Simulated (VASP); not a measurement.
Set up this calculation in VASP 6.6.1, as the native input.

* Task: relaxation of cell and atoms
* Functional: PBE
* Dispersion: D4
* Potentials or basis: VASP PAW PBE potentials, release 64 (Sn_d, Se)
* Cutoff: 600 eV
* k mesh: 12 × 12 × 4
* Occupations: fermi-dirac, width 0.02 eV
* Spin: no spin polarisation
* Dipole correction: no
* Further INCAR settings: ALGO = Normal; EDIFF = 1e-06; IBRION = 2; EDIFFG = -0.005; NSW = 80; ISIF = 3

The structure of SnSe2 lies in POSCAR:

```
SnSe2
1.0
    3.8392584681      0.0000000000      0.0000000000
   -1.9196292340      3.3248953650      0.0000000000
    0.0000000000      0.0000000000      6.0039870490
Sn Se
1 2
Direct
    0.0000000000      0.0000000000      0.0000000000
    0.3333333333      0.6666666667      0.2654708355
    0.6666666667      0.3333333333      0.7345291645
```

The input as run:

INCAR

```
  PREC = Accurate
  ENCUT = 600
  EDIFF = 1E-6
  ISMEAR = -1
  SIGMA = 0.02
  LREAL = F
  LASPH = T
  NELM = 80
  ALGO = Normal
  ISIF = 3
  LWAVE = F
  LCHARG = F
  GGA = PE
  IVDW = 13
  IBRION = 2
  NSW = 80
  EDIFFG = -0.005
```

KPOINTS

```
Automatic mesh
0
Gamma
  12 12 4
```

Potentials or basis: VASP PAW PBE potentials, release 64 (Sn_d, Se).

The run is started by

```sh
$ cat potpaw_PBE.64/Sn_d/POTCAR potpaw_PBE.64/Se/POTCAR > POTCAR
$ mpirun -np 1 vasp_std > vasp.out
```

It gave:

```yaml
Relaxed_volume: 25.56 Å³/atom
Relaxed_cell: a = 3.840 Å, b = 3.840 Å, c = 6.006 Å, α = 90.00°, β = 90.00°, γ = 120.00°
Space_group_after_relaxing_to_0.05_Å: P-3m1 (No. 164)
Energy_gained_by_relaxing: 0.0 meV/atom
Ionic_steps: 4
Pressure_after_relaxing: 0.0 GPa
Largest_force_after_relaxing: 0.005 eV/Å
Band_gap_on_the_k_mesh: 0.47 eV, indirect (least direct gap 0.81 eV)
Dispersion_energy_per_atom: -0.400 eV
```

Caveat: spin-orbit coupling is left out, which moves the levels of the heavy elements.

Wall time 59 s on 1 thread of Intel(R) Xeon(R) 6975P-C (Granite Rapids), on a shared host, peak memory 0.29 GiB.
